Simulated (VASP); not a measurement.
# PbCClF2 (C2/m) in VASP: a series of runs, part 2 of 2

VASP 6.6.1.

**3. Single point, r2SCAN**

The input, POSCAR:

```
PbCClF2
1.0
    3.0063750000      2.9711050000      0.0000000000
    3.0063750000     -2.9711050000      0.0000000000
    0.8694710000      0.0000000000     -9.4950960000
C Cl F Pb
2 2 4 2
Direct
    0.6330000000      0.3670000000      0.5000000000
    0.3670000000      0.6330000000      0.5000000000
    0.2730000000      0.2730000000      0.8811000000
    0.7270000000      0.7270000000      0.1189000000
    0.7880000000      0.3280000000      0.6109000000
    0.6720000000      0.2120000000      0.3891000000
    0.2120000000      0.6720000000      0.3891000000
    0.3280000000      0.7880000000      0.6109000000
    0.7732000000      0.7732000000      0.7770000000
    0.2268000000      0.2268000000      0.2230000000
```

The input, INCAR.step1:

```
PREC = Accurate
ENCUT = 520
ISMEAR = -1
SIGMA = 0.1
LREAL = False
LASPH = True
NELM = 100
NBANDS = 50
GGA = PE
ALGO = Normal
EDIFF = 1E-4
LWAVE = True
LCHARG = False
```

The input, INCAR.step2:

```
PREC = Accurate
ENCUT = 520
EDIFF = 1E-6
ISMEAR = -1
SIGMA = 0.1
LREAL = False
LASPH = True
NELM = 100
ALGO = Normal
ISIF = 2
LWAVE = False
LCHARG = False
METAGGA = R2SCAN
LMIXTAU = True
NBANDS = 50
ISTART = 1
```

The input, KPOINTS:

```
regular mesh
0
Gamma
  4 4 2
```

Potentials or basis: VASP PAW PBE potentials, release 64 (C, Cl, F, Pb_d).

Started as:

```console
$ cat potpaw_PBE.64/C/POTCAR potpaw_PBE.64/Cl/POTCAR potpaw_PBE.64/F/POTCAR potpaw_PBE.64/Pb_d/POTCAR > POTCAR
$ cp INCAR.step1 INCAR
$ mpirun -np 1 vasp_std > vasp.out
$ cp INCAR.step2 INCAR
$ mpirun -np 1 vasp_std > vasp.out
```

OUTCAR:

```text
PREC = Accurate
   ENCUT = 520
   EDIFF = 1E-6
   ISMEAR = -1
   LREAL = False
   LASPH = True
   NELM = 100
   ISIF = 2
   METAGGA = R2SCAN
   ISTART = 1

 ion  position               nearest neighbor table
   1  0.633  0.367  0.500-   5 1.28   6 1.28   2 1.58
   2  0.367  0.633  0.500-   7 1.28   8 1.28   1 1.58
   3  0.273  0.273  0.881-   9 3.08   9 3.13   9 3.13  10 3.25   9 3.25
   4  0.727  0.727  0.119-  10 3.08  10 3.13  10 3.13   9 3.25  10 3.25
   5  0.788  0.328  0.611-   1 1.28   9 2.53   9 2.74
   6  0.672  0.212  0.389-   1 1.28  10 2.53  10 2.74
   7  0.212  0.672  0.389-   2 1.28  10 2.53  10 2.74
   8  0.328  0.788  0.611-   2 1.28   9 2.53   9 2.74
   9  0.773  0.773  0.777-   5 2.53   8 2.53   8 2.74   5 2.74   3 3.08   3 3.13   3 3.13   4 3.25
                             3 3.25
  10  0.227  0.227  0.223-   6 2.53   7 2.53   7 2.74   6 2.74   4 3.08   4 3.13   4 3.13   3 3.25
                             4 3.25

  LATTYP: Found a base centered monoclinic cell.
 ALAT       =     6.0127500000
 B/A-ratio  =     0.9882682633
 C/A-ratio  =     1.5857672210
 COS(beta)  =    -0.0911890136

  Lattice vectors:

 A1 = (  -3.0063750000,  -2.9711050000,   0.0000000000)
 A2 = (  -3.0063750000,   2.9711050000,   0.0000000000)
 A3 = (   0.8694710000,   0.0000000000,  -9.4950960000)

Analysis of symmetry for initial positions (statically):
=====================================================================
 Subroutine PRICEL returns:
 Original cell was already a primitive cell.

 Routine SETGRP: Setting up the symmetry group for a
 base centered monoclinic supercell.

 Subroutine GETGRP returns: Found  4 space group operations
 (whereof  4 operations were pure point group operations)
 out of a pool of  4 trial point group operations.

The static configuration has the point symmetry C_2h.

Analysis of symmetry for dynamics (positions and initial velocities):
=====================================================================
 Subroutine PRICEL returns:
 Original cell was already a primitive cell.

 Routine SETGRP: Setting up the symmetry group for a
 base centered monoclinic supercell.

 Subroutine GETGRP returns: Found  4 space group operations
 (whereof  4 operations were pure point group operations)
 out of a pool of  4 trial point group operations.

The dynamic configuration has the point symmetry C_2h.

 Subroutine INISYM returns: Found  4 space group operations
 (whereof  4 operations are pure point group operations),
 and found     1 'primitive' translations

----------------------------------------------------------------------------------------

                                     Primitive cell

  volume of cell :     169.6253

  direct lattice vectors                    reciprocal lattice vectors
     3.006375000  2.971105000  0.000000000     0.166313251  0.168287556  0.015229393
     3.006375000 -2.971105000  0.000000000     0.166313251 -0.168287556  0.015229393
     0.869471000  0.000000000 -9.495096000     0.000000000  0.000000000 -0.105317524

  length of vectors
     4.226790220  4.226790220  9.534821858     0.237092247  0.237092247  0.105317524

  position of ions in fractional coordinates (direct lattice)
     0.633000000  0.367000000  0.500000000
[... 63 lines left out ...]
 -0.250000  0.250000  0.500000      2.000000
  0.500000  0.500000  0.500000      1.000000
   k-points           NKPTS =     14   k-points in BZ     NKDIM =     14   number of bands    NBANDS=     50
   number of dos      NEDOS =    301   number of ions     NIONS =     10
   total plane-waves  NPLWV =  73728
   dimension x,y,z NGX =    32 NGY =   32 NGZ =   72
   dimension x,y,z NGXF=    64 NGYF=   64 NGZF=  144
   ions per type =               2   2   4   2
   NGX,Y,Z   is equivalent  to a cutoff of  12.59, 12.59, 12.55 a.u.
   NGXF,Y,Z  is equivalent  to a cutoff of  25.17, 25.17, 25.11 a.u.
 SYSTEM =  unknown system
   PREC   = accura    normal or accurate (medium, high low for compatibility)
   ISTART =      1    job   : 0-new  1-cont  2-samecut
   ICHARG =      0    charge: 1-file 2-atom 10-const
   ISPIN  =      1    spin polarized calculation?
   LNONCOLLINEAR =      F non collinear calculations
   LSORBIT =      F    spin-orbit coupling
   LASPH  =      T    aspherical Exc in radial PAW
   ENCUT  =  520.0 eV  38.22 Ry    6.18 a.u.   7.86  7.86 17.73*2*pi/ulx,y,z
   NELM   =    100;   NELMIN=  2; NELMDL=  0     # of ELM steps
   EDIFF  = 0.1E-05   stopping-criterion for ELM
   LREAL  =      F    real-space projection
   EDIFFG = 0.1E-04   stopping-criterion for IOM
   NSW    =      0    number of steps for IOM
   IBRION =     -1    ionic relax: 0-MD 1-quasi-New 2-CG
   NFREE  =      0    steps in history (QN), initial steepest desc. (CG)
   ISIF   =      2    stress and relaxation
   ISYM   =      2    0-nonsym 1-usesym 2-fastsym
   POTIM  = 0.5000    time-step for ionic-motion
   TEBEG  =    0.0;   TEEND  =   0.0 temperature during run
   PSTRESS=    0.0 pullay stress
   NELECT =      78.0000    total number of electrons
   NUPDOWN=      -1.0000    fix difference up-down
   EMIN   =  10.00;   EMAX   =-10.00  energy-range for DOS
   EFERMI =   0.00;   METHOD = LEGACY
   ISMEAR =    -1;   SIGMA  =   0.10  broadening in eV -4-tet -1-fermi 0-gaus
   EFERMI_NEDOS =   21; number of points for ismear=-14 and -15
   IALGO  =     38    algorithm
   IMIX   =      4    mixing-type and parameters
     AMIX     =   0.40;   BMIX     =  1.00
     AMIX_MAG =   1.60;   BMIX_MAG =  1.00
  volume/ion in A,a.u.               =      16.96       114.47
  Fermi-wavevector in a.u.,A,eV,Ry     =   1.263600  2.387857 21.724209  1.596684
  Thomas-Fermi vector in A             =   2.396948
   LORBIT       =      0    0 simple, 1 ext, 2 COOP (PROOUT), +10 PAW based schemes
   METAGGA = R2SCAN    functional components
   LHFCALC =     F    Hartree Fock is set to
   AEXX    =    0.0000 exact exchange contribution
   IVDW    =     0    specifies the selected vdW correction
   LEPSILON=     F    determine dielectric tensor
   LRPA    =     F    only Hartree local field effects (RPA)
 non-spin polarized calculation
  energy-cutoff  :      520.00
  volume of cell :      169.63
 maximum number of plane-waves:      4580
   NGX = 15   NGY = 15   NGZ = 35

 number of electron      77.9999977 magnetization

 Free energy of the ion-electron system (eV)
  ---------------------------------------------------
  ext. energy  EPLUGINS =         0.00000000
  ---------------------------------------------------
  free energy    TOTEN  =      -160.70482413 eV

  energy without entropy =     -160.53320685  energy(sigma->0) =     -160.61901549

 E-fermi :   6.3883     XC(G=0): -10.0815

 val. band max:        6.3656779612   @ k =   0.2500   0.0000   0.5000
 cond. band min:       6.4555690276   @ k =  -0.2500   0.2500   0.0000
 fundamental gap:      0.0898910664
 Fermi energy:         6.3882754205

 k-point     1 :       0.0000    0.0000    0.0000
  band No.  band energies     occupation
      1     -27.8355      2.00000
      2     -27.3721      2.00000
      3     -26.6479      2.00000
      4     -26.3726      2.00000
      5     -13.2576      2.00000
      6     -13.2128      2.00000
[... 731 lines left out ...]
     49      11.7807      0.00000
     50      12.6616      0.00000

------------------------ aborting loop because EDIFF is reached ----------------------------------------

  FORCE on cell =-STRESS in cart. coord.  units (eV):
  Direction    XX          YY          ZZ          XY          YZ          ZX
  --------------------------------------------------------------------------------------
  -------------------------------------------------------------------------------------
  Total        8.9531939      1.0411298     18.6153473      0.0000000      0.0000000     -6.4454039
  in kB       84.5664437      9.8338810    175.8292886      0.0000000      0.0000000    -60.8793790
  external PRESSURE =      90.0765378 kB  Pullay stress =       0.0000000 kB

 VOLUME and BASIS-vectors are now :
 -----------------------------------------------------------------------------
  energy-cutoff  :      520.00
  volume of cell :      169.63
      direct lattice vectors                 reciprocal lattice vectors
     3.006375000  2.971105000  0.000000000     0.166313251  0.168287556  0.015229393
     3.006375000 -2.971105000  0.000000000     0.166313251 -0.168287556  0.015229393
     0.869471000  0.000000000 -9.495096000     0.000000000  0.000000000 -0.105317524

 POSITION                                       TOTAL-FORCE (eV/Angst)
 -----------------------------------------------------------------------------------
      3.44111      0.79031     -4.74755         0.000000    -11.800732      0.000000
      3.44111     -0.79031     -4.74755         0.000000     11.800732      0.000000
      2.40757      0.00000     -8.36613        -0.161377      0.000000      0.422770
      4.47465      0.00000     -1.12897         0.161377      0.000000     -0.422770
      3.88627      1.36671     -5.80055         0.754751      2.729789     -1.629157
      2.99595      1.36671     -3.69454        -0.754751      2.729789      1.629157
      2.99595     -1.36671     -3.69454        -0.754751     -2.729789      1.629157
      3.88627     -1.36671     -5.80055         0.754751     -2.729789     -1.629157
      5.32464      0.00000     -7.37769         0.738018      0.000000     -2.923590
      1.55758      0.00000     -2.11741        -0.738018      0.000000      2.923590
 -----------------------------------------------------------------------------------
    total drift:                               -0.000000      0.000000     -0.000000

  FREE ENERGIE OF THE ION-ELECTRON SYSTEM (eV)
  ---------------------------------------------------
  free  energy   TOTEN  =      -160.7048241347 eV

  energy  without entropy=     -160.5332068515  energy(sigma->0) =     -160.61901549
```

Run time: 4.7 min. Hardware: 1 thread of Intel Xeon Platinum 8259CL at 2.50GHz (Skylake/Cascade Lake), shared host; peak memory 0.34 GiB.

Results:

- Free energy: -160.7048 eV
- Pressure: 9.0 GPa
- Largest force: 11.801 eV/Å
- Band gap on the k mesh: zero (bands 39 and 40 overlap by 0.48 eV)

Forces on the atoms (eV/Å):
```
C     0.000 -11.801   0.000
C     0.000  11.801   0.000
Cl   -0.161   0.000   0.423
Cl    0.161   0.000  -0.423
F     0.755   2.730  -1.629
F    -0.755   2.730   1.629
F    -0.755  -2.730   1.629
F     0.755  -2.730  -1.629
Pb    0.738   0.000  -2.924
Pb   -0.738   0.000   2.924
```

Levels at points of the mesh, in eV from the Fermi level:
```
           k point  band 35  band 36  band 37  band 38  band 39  band 40  band 41  band 42  band 43  band 44
(0.00, 0.00, 0.00)    -5.07    -5.05    -4.49    -3.89    -0.37    -0.23     0.40     2.16     2.24     2.49
(0.50, 0.00, 0.00)    -4.99    -4.62    -4.62    -3.60    -0.28    -0.23     0.33     0.71     1.12     1.29
(0.50, 0.50, 0.00)    -5.76    -5.18    -5.10    -3.24     0.20     0.41     0.90     1.09     1.21     1.27
(0.00, 0.00, 0.50)    -5.09    -5.03    -4.43    -3.96    -0.81     0.17     0.38     2.19     2.38     2.49
(0.50, 0.00, 0.50)    -4.99    -4.66    -4.63    -3.59    -0.45    -0.29     0.30     0.95     1.06     1.36
(0.50, 0.50, 0.50)    -5.77    -5.15    -5.11    -3.27     0.20     0.41     0.89     1.06     1.14     1.39
```

Caveat: the k points lie up to 0.37 Å⁻¹ apart; the PAW data sets were made with another functional, which shifts forces and pressure a little; spin-orbit coupling is left out, which moves the levels of the heavy elements.

The gap in the log of VASP goes by the Fermi energy; the results here count the filled bands.